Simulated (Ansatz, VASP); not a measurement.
**TiO2: VASP beside Ansatz**

```
CELL_PARAMETERS angstrom
-1.89928 1.89928 4.85127
1.89928 -1.89928 4.85127
1.89928 1.89928 -4.85127
ATOMIC_POSITIONS crystal
Ti 0.00000 0.00000 0.00000
Ti 0.75000 0.25000 0.50000
O 0.20642 0.20642 0.00000
O 0.95642 0.45642 0.50000
O 0.54358 0.04358 0.50000
O 0.79358 0.79358 0.00000
```

Alike in both runs: functional PBE; k mesh 10 × 10 × 10; occupations gaussian, width 0.02 eV; no spin polarisation.

Ansatz relaxed the structure, and its values are those at the end. VASP's run is a single point on that final structure, the one shown.

|  | VASP | Ansatz |
| --- | --- | --- |
| version | VASP 6.6.1 | Ansatz 0.2.0 |
| potentials or method | VASP PAW PBE potentials, release 64 (Ti_sv, O), cutoff 600 eV | scalar-relativistic, plane waves, PAW |
| valence electrons in the cell | 48 | 48 |

```csv
,VASP,Ansatz,Ansatz less VASP
gap on the k mesh at the Fermi level (eV),2.11,2.14,+0.025
least direct gap on the mesh (eV),2.41,2.43,+0.021
pressure (GPa),0.5,0.0,-0.44
rms of the force components (eV/Å),0.009,0.000,-0.0091
```

With one functional, cell and mesh, what is left measures potentials, basis and numerics.
